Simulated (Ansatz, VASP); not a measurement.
**Two plane-wave programs on Rh**

```
CELL_PARAMETERS angstrom
0.00000 1.90155 1.90155
1.90155 0.00000 1.90155
1.90155 1.90155 0.00000
ATOMIC_POSITIONS crystal
Rh 0.00000 0.00000 0.00000
```

Alike in both runs: task electric field gradients; functional PBE; k mesh 16 × 16 × 16; occupations fermi-dirac, width 0.03 eV; no spin polarisation.

|  | VASP | Ansatz |
| --- | --- | --- |
| version | VASP 6.6.1 | Ansatz 0.2.0 |
| potentials or method | VASP PAW PBE potentials, release 64 (Rh_pv) | PAW with Ansatz's default frozen-core files, scalar-relativistic |
| plane-wave cutoff (eV) | 520 | 420 |
| valence electrons in the cell | 15 | 17 |

|  | VASP | Ansatz | Ansatz less VASP |
| --- | --- | --- | --- |
| pressure (GPa) | 5.8 | 5.8 | -0.05 |

The functional is the same, so the differences come from potentials, cutoffs and numerics. VASP's potentials hold 15 valence electrons a cell and Ansatz's 17, so a difference there can come from the potentials and not from the codes.
